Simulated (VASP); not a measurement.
Set up this calculation in VASP 6.6.1, as the native input.

```
Task                   : single point
Functional             : PBE
Dispersion             : D3(BJ)
Potentials or basis    : VASP PAW PBE potentials, release 64 (Ni, O)
Cutoff                 : 520 eV
k mesh                 : 11 × 11 × 11
Occupations            : fermi-dirac, width 0.05 eV
Spin                   : collinear spin, ferromagnetic start
Starting moments       : [1.0, 0.0] μB
Dipole correction      : no
Further INCAR settings : ALGO = Normal; EDIFF = 1e-06; NBANDS = 19
```

The structure of NiO lies in POSCAR:

```
NiO
1.0
    0.0000000000      2.0957694020      2.0957694020
    2.0957694020      0.0000000000      2.0957694020
    2.0957694020      2.0957694020      0.0000000000
Ni O
1 1
Direct
    0.0000000000      0.0000000000      0.0000000000
    0.5000000000      0.5000000000      0.5000000000
```

One way to write it, as run:

INCAR

```
SYSTEM = NiO
PREC = Accurate ; ENCUT = 520
EDIFF = 1E-6 ; ISMEAR = -1
SIGMA = 0.05 ; LREAL = .False.
LASPH = .True. ; NELM = 150
ALGO = Normal ; ISIF = 2
LWAVE = .False. ; LCHARG = .True.
ISPIN = 2 ; MAGMOM = 1 0
LORBIT = 11 ; LMAXMIX = 4
GGA = PE ; IVDW = 12
LELF = .True. ; LVHAR = .True.
NBANDS = 19
```

KPOINTS

```
regular mesh
0
Gamma
  11 11 11
  0 0 0
```

Potentials or basis: VASP PAW PBE potentials, release 64 (Ni, O).

Command:

```sh
$ cat potpaw_PBE.64/Ni/POTCAR potpaw_PBE.64/O/POTCAR > POTCAR
$ mpirun -np 1 vasp_std > vasp.out
```

Results of the run:

The pressure is -0.9 GPa. The net moment is 1.72 μB per cell. The site moments are Ni +1.42; O +0.26 μB and the valence electrons inside the program's atomic spheres are Ni 8.97; O 4.97. The dispersion energy per atom is -0.264 eV.

Caveat: a cell with one magnetic atom can't hold antiferromagnetic order, which such compounds often take; pairwise dispersion overbinds metals, which lowers pressure and volume.

It took 34 s on 1 thread of Intel(R) Xeon(R) Platinum 8259CL CPU @ 2.50GHz (Skylake/Cascade Lake), with other jobs on the host, peak memory 0.17 GiB.
